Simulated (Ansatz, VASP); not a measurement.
CdSe in VASP and in Ansatz

Contents of POSCAR:

```
CdSe
1.0
    0.0000000000      2.8987040656      2.8987040656
    2.8987040656      0.0000000000      2.8987040656
    2.8987040656      2.8987040656      0.0000000000
Cd Se
1 1
Direct
    0.0000000000      0.0000000000      0.0000000000
    0.5000000000      0.5000000000      0.5000000000
```

File INCAR.step1:

```
SYSTEM = CdSe
ALGO = Normal
EDIFF = 1E-4
ENCUT = 520
GGA = PE
ISMEAR = -1
LASPH = .True.
LCHARG = .False.
LREAL = .False.
LWAVE = .True.
NBANDS = 16
NELM = 60
PREC = Accurate
SIGMA = 0.02
```

The input INCAR.step2:

```
SYSTEM = CdSe
ALGO = Normal
EDIFF = 1E-7
ENCUT = 520
ISIF = 2
ISMEAR = -1
ISTART = 1
LASPH = .True.
LCHARG = .True.
LELF = .True.
LMIXTAU = .True.
LREAL = .False.
LVHAR = .True.
LWAVE = .False.
METAGGA = R2SCAN
NBANDS = 16
NELM = 60
PREC = Accurate
SIGMA = 0.02
```

KPOINTS

```
k-points
0
Gamma
  6 6 6
  0 0 0
```

Input for Ansatz:

```yaml
crystal:
  lattice:
    - [0.0, 2.8987040656, 2.8987040656]
    - [2.8987040656, 0.0, 2.8987040656]
    - [2.8987040656, 2.8987040656, 0.0]
  atoms:
    - { symbol: Cd, position: [0.0, 0.0, 0.0] }
    - { symbol: Se, position: [0.5, 0.5, 0.5] }
kpoints:
  mp_grid: { grid: [6, 6, 6] }
hamiltonian:
  xc: r2scan
scf:
  occupations: { method: fermi_dirac, width: 0.02 }
  n_extra_bands: 4
output:
  forces: true
  stress: true
  eigenvalues: true
```

Alike in both runs: task single point; functional r2SCAN; k mesh 6 × 6 × 6; occupations fermi-dirac, width 0.02 eV; no spin polarisation.

|  | VASP | Ansatz |
| --- | --- | --- |
| version | VASP 6.6.1 | Ansatz 0.2.0 |
| potentials or method | VASP PAW PBE potentials, release 64 (Cd, Se) | plane waves, PAW |
| plane-wave cutoff (eV) | 520 | 500 |
| valence electrons in the cell | 18 | 36 |

|  | VASP | Ansatz | Ansatz less VASP |
| --- | --- | --- | --- |
| pressure (GPa) | -3.2 | -3.5 | -0.29 |

VASP's potentials were made for PBE, not for r2SCAN. The functional is the same, so the differences come from potentials, cutoffs and numerics. VASP's potentials hold 18 valence electrons a cell and Ansatz's 36, so a difference there can come from the potentials and not from the codes.
